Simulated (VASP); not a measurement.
# GaN (P6_3mc) in VASP: a series of runs

GaN is run at these levels: PBEsol; tasks: single point.

Program: VASP 6.6.1. These are calculated values, not measurements. Logs are shortened: lines on timing, memory, paths and dates and some standing lists are left out, and cuts for length are marked.

## Step 1: The cell of the first run

It takes space group P6_3mc (No. 186, hexagonal). Conventional cell: a = 3.230 Å, b = 3.230 Å, c = 5.108 Å, α = 90.00°, β = 90.00°, γ = 120.00°. Ga (site symmetry 3m) has 4 N at 1.92 to 1.97 Å within 2.6 Å. Within 2.6 Å of N (site symmetry 3m) lie 4 Ga at 1.92 to 1.97 Å.

## Step 2: Single point, PBEsol (strain +0.015 along x and y, -0.015 along z)

File INCAR:

```
  PREC = Accurate
  ENCUT = 520
  EDIFF = 1E-7
  ISMEAR = 0
  SIGMA = 0.05
  LREAL = F
  LASPH = T
  NELM = 60
  ALGO = Normal
  ISIF = 2
  LWAVE = F
  LCHARG = F
  GGA = PS
  NBANDS = 26
```

File KPOINTS:

```
regular mesh
0
Gamma
  12 12 6
```

File POSCAR:

```
GaN
1.0
    3.2303171645      0.0000000000      0.0000000000
   -1.6151585822      2.7975367267      0.0000000000
    0.0000000000      0.0000000000      5.1076446883
Ga N
2 2
Direct
    0.3333333333      0.6666666667      0.9991941071
    0.6666666667      0.3333333333      0.4991941071
    0.3333333333      0.6666666667      0.3758058929
    0.6666666667      0.3333333333      0.8758058929
```

Potentials or basis: VASP PAW PBE potentials, release 64 (Ga_d, N).

Run with:

```
> cat potpaw_PBE.64/Ga_d/POTCAR potpaw_PBE.64/N/POTCAR > POTCAR
> mpirun -np 1 vasp_std > vasp.out
```

OUTCAR:

```text
PREC = Accurate
   ENCUT = 520
   EDIFF = 1E-7
   ISMEAR = 0
   LREAL = F
   LASPH = T
   NELM = 60
   ISIF = 2
   GGA = PS

 ion  position               nearest neighbor table
   1  0.333  0.667  0.999-   3 1.92   4 1.97   4 1.97   4 1.97
   2  0.667  0.333  0.499-   4 1.92   3 1.97   3 1.97   3 1.97
   3  0.333  0.667  0.376-   1 1.92   2 1.97   2 1.97   2 1.97
   4  0.667  0.333  0.876-   2 1.92   1 1.97   1 1.97   1 1.97

  LATTYP: Found a hexagonal cell.
 ALAT       =     3.2303171645
 C/A-ratio  =     1.5811588857

  Lattice vectors:

 A1 = (   3.2303171645,   0.0000000000,   0.0000000000)
 A2 = (  -1.6151585822,   2.7975367267,   0.0000000000)
 A3 = (   0.0000000000,   0.0000000000,   5.1076446883)

Analysis of symmetry for initial positions (statically):
=====================================================================
 Subroutine PRICEL returns:
 Original cell was already a primitive cell.

 Routine SETGRP: Setting up the symmetry group for a
 hexagonal supercell.

 Subroutine GETGRP returns: Found 12 space group operations
 (whereof  6 operations were pure point group operations)
 out of a pool of 24 trial point group operations.

The static configuration has the point symmetry C_3v.
 The point group associated with its full space group is C_6v.

Analysis of symmetry for dynamics (positions and initial velocities):
=====================================================================
 Subroutine PRICEL returns:
 Original cell was already a primitive cell.

 Routine SETGRP: Setting up the symmetry group for a
 hexagonal supercell.

 Subroutine GETGRP returns: Found 12 space group operations
 (whereof  6 operations were pure point group operations)
 out of a pool of 24 trial point group operations.

The dynamic configuration has the point symmetry C_3v.
 The point group associated with its full space group is C_6v.

 Subroutine INISYM returns: Found 12 space group operations
 (whereof  6 operations are pure point group operations),
 and found     1 'primitive' translations

----------------------------------------------------------------------------------------

                                     Primitive cell

  volume of cell :      46.1574

  direct lattice vectors                    reciprocal lattice vectors
     3.230317165  0.000000000  0.000000000     0.309567126  0.178728663  0.000000000
    -1.615158582  2.797536727  0.000000000     0.000000000  0.357457327  0.000000000
     0.000000000  0.000000000  5.107644688     0.000000000  0.000000000  0.195784958

  length of vectors
     3.230317165  3.230317164  5.107644688     0.357457327  0.357457327  0.195784958

  position of ions in fractional coordinates (direct lattice)
     0.333333333  0.666666667  0.999194107
     0.666666667  0.333333333  0.499194107
     0.333333333  0.666666667  0.375805893
     0.666666667  0.333333333  0.875805893

  ion indices of the primitive-cell ions
   primitive index   ion index
                 1           1
                 2           2
                 3           3
                 4           4

----------------------------------------------------------------------------------------

 KPOINTS: regular mesh

Automatic generation of k-mesh.
 Grid dimensions read from file:
 generate k-points for:   12   12    6

 Generating k-lattice:

  Cartesian coordinates                     Fractional coordinates (reciprocal lattice)
     0.025797260  0.014894055  0.000000000     0.083333333  0.000000000  0.000000000
     0.000000000  0.029788111  0.000000000     0.000000000  0.083333333  0.000000000
     0.000000000  0.000000000  0.032630826     0.000000000  0.000000000  0.166666667

  Length of vectors
     0.029788111  0.029788111  0.032630826

  Shift w.r.t. Gamma in fractional coordinates (k-lattice)
     0.000000000  0.000000000  0.000000000

 Subroutine IBZKPT returns following result:
 ===========================================

 Found     76 irreducible k-points:

 Following reciprocal coordinates:
            Coordinates               Weight
  0.000000  0.000000  0.000000      1.000000
  0.083333  0.000000  0.000000      6.000000
  0.166667  0.000000  0.000000      6.000000
  0.250000  0.000000  0.000000      6.000000
  0.333333  0.000000  0.000000      6.000000
  0.416667  0.000000  0.000000      6.000000
[... 16 lines left out ...]
  0.250000  0.000000  0.166667     12.000000
  0.333333  0.000000  0.166667     12.000000
 [... further k-points ...]
   k-points           NKPTS =     76   k-points in BZ     NKDIM =     76   number of bands    NBANDS=     26
   number of dos      NEDOS =    301   number of ions     NIONS =      4
   total plane-waves  NPLWV =  23040
   dimension x,y,z NGX =    24 NGY =   24 NGZ =   40
   dimension x,y,z NGXF=    48 NGYF=   48 NGZF=   80
   ions per type =               2   2
   NGX,Y,Z   is equivalent  to a cutoff of  12.35, 12.35, 13.02 a.u.
   NGXF,Y,Z  is equivalent  to a cutoff of  24.70, 24.70, 26.04 a.u.
 SYSTEM =  unknown system
   PREC   = accura    normal or accurate (medium, high low for compatibility)
   ISTART =      0    job   : 0-new  1-cont  2-samecut
   ICHARG =      2    charge: 1-file 2-atom 10-const
   ISPIN  =      1    spin polarized calculation?
   LNONCOLLINEAR =      F non collinear calculations
   LSORBIT =      F    spin-orbit coupling
   LASPH  =      T    aspherical Exc in radial PAW
   ENCUT  =  520.0 eV  38.22 Ry    6.18 a.u.   6.01  6.01  9.50*2*pi/ulx,y,z
   NELM   =     60;   NELMIN=  2; NELMDL= -5     # of ELM steps
   EDIFF  = 0.1E-06   stopping-criterion for ELM
   LREAL  =      F    real-space projection
   EDIFFG = 0.1E-05   stopping-criterion for IOM
   NSW    =      0    number of steps for IOM
   IBRION =     -1    ionic relax: 0-MD 1-quasi-New 2-CG
   NFREE  =      0    steps in history (QN), initial steepest desc. (CG)
   ISIF   =      2    stress and relaxation
   ISYM   =      2    0-nonsym 1-usesym 2-fastsym
   POTIM  = 0.5000    time-step for ionic-motion
   TEBEG  =    0.0;   TEEND  =   0.0 temperature during run
   PSTRESS=    0.0 pullay stress
   NELECT =      36.0000    total number of electrons
   NUPDOWN=      -1.0000    fix difference up-down
   EMIN   =  10.00;   EMAX   =-10.00  energy-range for DOS
   EFERMI =   0.00;   METHOD = LEGACY
   ISMEAR =     0;   SIGMA  =   0.05  broadening in eV -4-tet -1-fermi 0-gaus
   EFERMI_NEDOS =   21; number of points for ismear=-14 and -15
   IALGO  =     38    algorithm
   IMIX   =      4    mixing-type and parameters
     AMIX     =   0.40;   BMIX     =  1.00
     AMIX_MAG =   1.60;   BMIX_MAG =  1.00
  volume/ion in A,a.u.               =      11.54        77.87
  Fermi-wavevector in a.u.,A,eV,Ry     =   1.506937  2.847698 30.896917  2.270859
  Thomas-Fermi vector in A             =   2.617589
   LORBIT       =      0    0 simple, 1 ext, 2 COOP (PROOUT), +10 PAW based schemes
   GGA     = PS    functional components
   LHFCALC =     F    Hartree Fock is set to
   AEXX    =    0.0000 exact exchange contribution
   IVDW    =     0    specifies the selected vdW correction
   LEPSILON=     F    determine dielectric tensor
   LRPA    =     F    only Hartree local field effects (RPA)
 non-spin polarized calculation
 Gauss-broadening in eV      SIGMA  =   0.05
  energy-cutoff  :      520.00
  volume of cell :       46.16
 maximum number of plane-waves:      1269
   NGX = 13   NGY = 13   NGZ = 19

 number of electron      35.9999987 magnetization

 Free energy of the ion-electron system (eV)
  ---------------------------------------------------
  ext. energy  EPLUGINS =         0.00000000
  ---------------------------------------------------
  free energy    TOTEN  =       -26.23029666 eV

  energy without entropy =      -26.23029666  energy(sigma->0) =      -26.23029666

 E-fermi :   5.3694     XC(G=0): -11.8473

 val. band max:        5.0887584533   @ k =   0.0000   0.0000   0.0000
 cond. band min:       6.9007151637   @ k =   0.0000   0.0000   0.0000
 fundamental gap:      1.8119567105
 Fermi energy:         5.3694317483

 k-point     1 :       0.0000    0.0000    0.0000
  band No.  band energies     occupation
      1     -10.8195      2.00000
      2      -9.8753      2.00000
      3      -8.3143      2.00000
      4      -8.2940      2.00000
      5      -8.2940      2.00000
      6      -8.2278      2.00000
[... 18 lines left out ...]
     25      16.4805      0.00000
     26      16.4805      0.00000

 k-point     2 :       0.0833    0.0000    0.0000
  band No.  band energies     occupation
      1     -10.7530      2.00000
      2      -9.8603      2.00000
      3      -8.3053      2.00000
      4      -8.2851      2.00000
      5      -8.2751      2.00000
      6      -8.2209      2.00000
[... 18 lines left out ...]
     25      16.3578      0.00000
     26      16.6357      0.00000

 k-point     3 :       0.1667    0.0000    0.0000
  band No.  band energies     occupation
      1     -10.5719      2.00000
      2      -9.8234      2.00000
      3      -8.2809      2.00000
      4      -8.2638      2.00000
      5      -8.2226      2.00000
      6      -8.1815      2.00000
[... 18 lines left out ...]
     25      16.5192      0.00000
     26      16.9995      0.00000

 k-point     4 :       0.2500    0.0000    0.0000
  band No.  band energies     occupation
      1     -10.3306      2.00000
      2      -9.7828      2.00000
      3      -8.2572      2.00000
      4      -8.2437      2.00000
      5      -8.1835      2.00000
      6      -8.1328      2.00000
[... 18 lines left out ...]
     25      16.3393      0.00000
     26      17.4654      0.00000
[... 496 lines left out ...]
      1     -10.4959      2.00000
      2      -9.8413      2.00000
      3      -8.2792      2.00000
      4      -8.2608      2.00000
      5      -8.2236      2.00000
      6      -8.1881      2.00000
[... 18 lines left out ...]
     25      15.9446      0.00000
     26      16.7692      0.00000

 k-point    23 :       0.2500    0.0000    0.1667
  band No.  band energies     occupation
      1     -10.2687      2.00000
      2      -9.7925      2.00000
      3      -8.2599      2.00000
      4      -8.2372      2.00000
      5      -8.1957      2.00000
      6      -8.1409      2.00000
[... 18 lines left out ...]
     25      16.0386      0.00000
     26      17.2924      0.00000

 k-point    24 :       0.3333    0.0000    0.1667
  band No.  band energies     occupation
      1     -10.0640      2.00000
      2      -9.7564      2.00000
      3      -8.2517      2.00000
      4      -8.2240      2.00000
      5      -8.1719      2.00000
      6      -8.0986      2.00000
[... 18 lines left out ...]
     25      16.2572      0.00000
     26      17.8971      0.00000

 [... further k-points ...]
[... 5 lines left out ...]
  --------------------------------------------------------------------------------------
  -------------------------------------------------------------------------------------
  Total       -1.8340929     -1.8340929      1.3977685     -0.0000000      0.0000000     -0.0000000
  in kB      -63.6634649    -63.6634649     48.5181447     -0.0000000      0.0000000     -0.0000000
  external PRESSURE =     -26.2695950 kB  Pullay stress =       0.0000000 kB

 VOLUME and BASIS-vectors are now :
 -----------------------------------------------------------------------------
  energy-cutoff  :      520.00
  volume of cell :       46.16
      direct lattice vectors                 reciprocal lattice vectors
     3.230317165  0.000000000  0.000000000     0.309567126  0.178728663  0.000000000
    -1.615158582  2.797536727  0.000000000     0.000000000  0.357457327  0.000000000
     0.000000000  0.000000000  5.107644688     0.000000000  0.000000000  0.195784958

 POSITION                                       TOTAL-FORCE (eV/Angst)
 -----------------------------------------------------------------------------------
     -0.00000      1.86502      5.10353         0.000000     -0.000000     -0.313866
      1.61516      0.93251      2.54971        -0.000000      0.000000     -0.313866
     -0.00000      1.86502      1.91948         0.000000     -0.000000      0.313866
      1.61516      0.93251      4.47331        -0.000000      0.000000      0.313866
 -----------------------------------------------------------------------------------
    total drift:                               -0.000001     -0.000001     -0.000327

  FREE ENERGIE OF THE ION-ELECTRON SYSTEM (eV)
  ---------------------------------------------------
  free  energy   TOTEN  =       -26.2302966579 eV

  energy  without entropy=      -26.2302966579  energy(sigma->0) =      -26.23029666
```

It took 97 s on 1 thread of Intel Xeon Platinum 8488C (Sapphire Rapids), shared host; peak memory 0.21 GiB.

Results:

| Property | Result |
| --- | --- |
| Free energy | -26.2303 eV |
| Pressure | -2.6 GPa |
| Largest force | 0.314 eV/Å |
| Band gap on the k mesh | 1.81 eV, direct |

Forces in eV/Å, atoms in the order of the input:
```
Ga   0.000  0.000 -0.314
Ga   0.000  0.000 -0.314
N    0.000  0.000  0.314
N    0.000  0.000  0.314
```

Caveat: the cell differs from its parent crystal (strain +0.015 along x and y, -0.015 along z); the PAW data sets were made with another functional, which shifts forces and pressure a little.

## Step 3: Single point, PBEsol (strain +0.000 along x and y, +0.030 along z)

File INCAR:

```
PREC     = Accurate       # precision mode
ENCUT    = 520            # plane-wave cutoff, eV
EDIFF    = 1E-6           # SCF threshold, eV
ISMEAR   = 0              # smearing method
SIGMA    = 0.05           # smearing width, eV
LREAL    = False          # projectors in reciprocal space
LASPH    = True           # aspherical terms in the spheres
NELM     = 80             # most SCF steps
ALGO     = Normal         # electronic algorithm
ISIF     = 2              # what is computed and relaxed
LWAVE    = False          # write WAVECAR
LCHARG   = False          # write CHGCAR
GGA      = PS             # functional
NBANDS   = 26             # bands
```

File KPOINTS:

```
Automatic mesh
0
Gamma
  12 12 6
```

File POSCAR:

```
GaN
1.0
    3.1825784872      0.0000000000      0.0000000000
   -1.5912892436      2.7561938194      0.0000000000
    0.0000000000      0.0000000000      5.3409888619
Ga N
2 2
Direct
    0.3333333333      0.6666666667      0.9991941071
    0.6666666667      0.3333333333      0.4991941071
    0.3333333333      0.6666666667      0.3758058929
    0.6666666667      0.3333333333      0.8758058929
```

Potentials or basis: VASP PAW PBE potentials, release 64 (Ga_d, N).

Run with:

```
> cat potpaw_PBE.64/Ga_d/POTCAR potpaw_PBE.64/N/POTCAR > POTCAR
> mpirun -np 1 vasp_std > vasp.out
```

OUTCAR:

```text
PREC = Accurate
   ENCUT = 520
   EDIFF = 1E-6
   ISMEAR = 0
   LREAL = False
   LASPH = True
   NELM = 80
   ISIF = 2
   GGA = PS

 ion  position               nearest neighbor table
   1  0.333  0.667  0.999-   4 1.95   4 1.95   4 1.95   3 2.01
   2  0.667  0.333  0.499-   3 1.95   3 1.95   3 1.95   4 2.01
   3  0.333  0.667  0.376-   2 1.95   2 1.95   2 1.95   1 2.01
   4  0.667  0.333  0.876-   1 1.95   1 1.95   1 1.95   2 2.01

  LATTYP: Found a hexagonal cell.
 ALAT       =     3.1825784872
 C/A-ratio  =     1.6781954894

  Lattice vectors:

 A1 = (   3.1825784872,   0.0000000000,   0.0000000000)
 A2 = (  -1.5912892436,   2.7561938194,   0.0000000000)
 A3 = (   0.0000000000,   0.0000000000,   5.3409888619)

Analysis of symmetry for initial positions (statically):
=====================================================================
 Subroutine PRICEL returns:
 Original cell was already a primitive cell.

 Routine SETGRP: Setting up the symmetry group for a
[... 166 lines left out ...]

 Free energy of the ion-electron system (eV)
  ---------------------------------------------------
  ext. energy  EPLUGINS =         0.00000000
  ---------------------------------------------------
  free energy    TOTEN  =       -26.21654553 eV

  energy without entropy =      -26.21654553  energy(sigma->0) =      -26.21654553

 E-fermi :   5.1629     XC(G=0): -11.7715

 val. band max:        4.9502404525   @ k =   0.0000   0.0000   0.0000
 cond. band min:       6.5572450327   @ k =   0.0000   0.0000   0.0000
 fundamental gap:      1.6070045802
 Fermi energy:         5.1629119986

 k-point     1 :       0.0000    0.0000    0.0000
  band No.  band energies     occupation
      1     -10.8538      2.00000
      2     -10.0093      2.00000
      3      -8.4660      2.00000
      4      -8.4599      2.00000
      5      -8.4599      2.00000
      6      -8.4081      2.00000
[... 685 lines left out ...]
     25      15.9461      0.00000
     26      17.5668      0.00000

 [... further k-points ...]
[... 5 lines left out ...]
  --------------------------------------------------------------------------------------
  -------------------------------------------------------------------------------------
  Total       -0.5410850     -0.5410850     -3.4315462      0.0000000      0.0000000      0.0000000
  in kB      -18.5039953    -18.5039953   -117.3518362      0.0000000      0.0000000      0.0000000
  external PRESSURE =     -51.4532756 kB  Pullay stress =       0.0000000 kB

 VOLUME and BASIS-vectors are now :
 -----------------------------------------------------------------------------
  energy-cutoff  :      520.00
  volume of cell :       46.85
      direct lattice vectors                 reciprocal lattice vectors
     3.182578487  0.000000000  0.000000000     0.314210633  0.181409593  0.000000000
    -1.591289244  2.756193819  0.000000000     0.000000000  0.362819187  0.000000000
     0.000000000  0.000000000  5.340988862     0.000000000  0.000000000  0.187231246

 POSITION                                       TOTAL-FORCE (eV/Angst)
 -----------------------------------------------------------------------------------
     -0.00000      1.83746      5.33668        -0.000000      0.000000      0.196823
      1.59129      0.91873      2.66619        -0.000000      0.000000      0.196823
     -0.00000      1.83746      2.00718         0.000000     -0.000000     -0.196823
      1.59129      0.91873      4.67767        -0.000000      0.000000     -0.196823
 -----------------------------------------------------------------------------------
    total drift:                               -0.000001     -0.000001     -0.000664

  FREE ENERGIE OF THE ION-ELECTRON SYSTEM (eV)
  ---------------------------------------------------
  free  energy   TOTEN  =       -26.2165455315 eV

  energy  without entropy=      -26.2165455315  energy(sigma->0) =      -26.21654553
```

Wall time 94 s (1 thread of Intel Xeon Platinum 8488C (Sapphire Rapids), shared host); peak memory 0.2 GiB.

Results:

```yaml
Free_energy: -26.2165 eV
Pressure: -5.1 GPa
Largest_force: 0.197 eV/Å
Band_gap_on_the_k_mesh: 1.61 eV, direct
```

Forces in eV/Å, atoms in the order of the input:
```
Ga   0.000  0.000  0.197
Ga   0.000  0.000  0.197
N    0.000  0.000 -0.197
N    0.000  0.000 -0.197
```

Stress tensor (GPa, compression positive):
```
 -1.85   0.00   0.00
  0.00  -1.85   0.00
  0.00   0.00 -11.74
```

Levels at points of the mesh, in eV from the valence-band top:
```
           k point  band 14  band 15  band 16  band 17  band 18  band 19  band 20  band 21  band 22  band 23
(0.00, 0.00, 0.00)    -0.91    -0.91    -0.14     0.00     0.00     1.61     4.26     8.70     9.88     9.88
(0.50, 0.00, 0.00)    -5.40    -4.13    -2.60    -2.18    -1.04     5.02     5.28     5.64     8.17     9.85
(0.00, 0.00, 0.50)    -3.99    -0.47    -0.47    -0.47    -0.47     4.09     4.09     8.05     8.05    10.39
(0.50, 0.00, 0.50)    -6.56    -1.98    -1.98    -1.88    -1.88     4.11     4.11     7.43     7.43     9.64
```

Caveat: the cell differs from its parent crystal (strain +0.000 along x and y, +0.030 along z); the PAW data sets were made with another functional, which shifts forces and pressure a little.

(Part 1 of 2 ends here.)
